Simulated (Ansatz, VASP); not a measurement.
# One calculation of In3Se, two programs

```xyz
4
Lattice="4.2436 -0.3441 0.0000 -0.3441 4.2436 0.0000 0.0000 0.0000 4.5877" Properties=species:S:1:pos:R:3 pbc="T T T"
In   -0.1720    2.1218    2.2938
In    2.1218   -0.1720    2.2938
In    1.9498    1.9498    0.0000
Se    0.0000    0.0000    0.0000
```

Change from the starting cell: engineering shear strain xy -0.1500, equal normal strain along x and y -0.0750.

Alike in both runs: task single point; functional PBEsol; dispersion D3(BJ); k mesh 10 × 10 × 10; occupations gaussian, width 0.15 eV; no spin polarisation.

```csv
,VASP,Ansatz
version,VASP 6.6.1,Ansatz 0.2.0
potentials or method,"VASP PAW PBE potentials, release 64 (In_d, Se), cutoff 500 eV","scalar-relativistic, plane waves, PAW"
valence electrons in the cell,45,55
```

VASP gave:

```
gap on the k mesh at the Fermi level (eV)                     : none
pressure (GPa)                                                : 13.5
traceless stress, the component that is largest in VASP (GPa) : 7.53
```

Question: What did Ansatz give for the same quantities?

Answer: gap on the k mesh at the Fermi level (eV): none; pressure (GPa): 13.5; traceless stress, the component that is largest in VASP (GPa): 7.51.

VASP's potentials were made for PBE, not for PBEsol, and Ansatz warns of the same on its side. A gap of «none» marks a metal or a gap that the smearing closes. VASP's potentials hold 45 valence electrons a cell and Ansatz's 55, so a difference there can come from the potentials and not from the codes.
